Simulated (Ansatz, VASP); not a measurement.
## Two plane-wave programs on SiC

```
CELL_PARAMETERS angstrom
-1.43885 1.43885 2.00962
1.43885 -1.43885 2.00962
1.43885 1.43885 -2.00962
ATOMIC_POSITIONS crystal
Si 0.50000 0.50000 0.00000
C 0.00000 0.00000 0.00000
```

Alike in both runs: task relaxation of cell and atoms; functional PBE; k mesh 26 × 26 × 26; occupations gaussian, width 0.1 eV; no spin polarisation.

|  | VASP | Ansatz |
| --- | --- | --- |
| version | VASP 6.6.1 | Ansatz 0.2.0 |
| potentials or method | VASP PAW PBE potentials, release 64 (Si, C), cutoff 600 eV | scalar-relativistic, plane waves, PAW |
| valence electrons in the cell | 8 | 8 |

Ansatz gave:

```
gap on the k mesh at the Fermi level, each at its own relaxed structure (eV) : none
relaxed volume (Å³/atom)                                                     : 8.35
relaxed cell length with the largest relative difference (Å)                 : 2.869
```

**Question.** Which values does VASP return?

**Answer.** gap on the k mesh at the Fermi level, each at its own relaxed structure (eV): none; relaxed volume (Å³/atom): 8.34; relaxed cell length with the largest relative difference (Å): 2.868.

A gap of «none» marks a metal or a gap that the smearing closes.
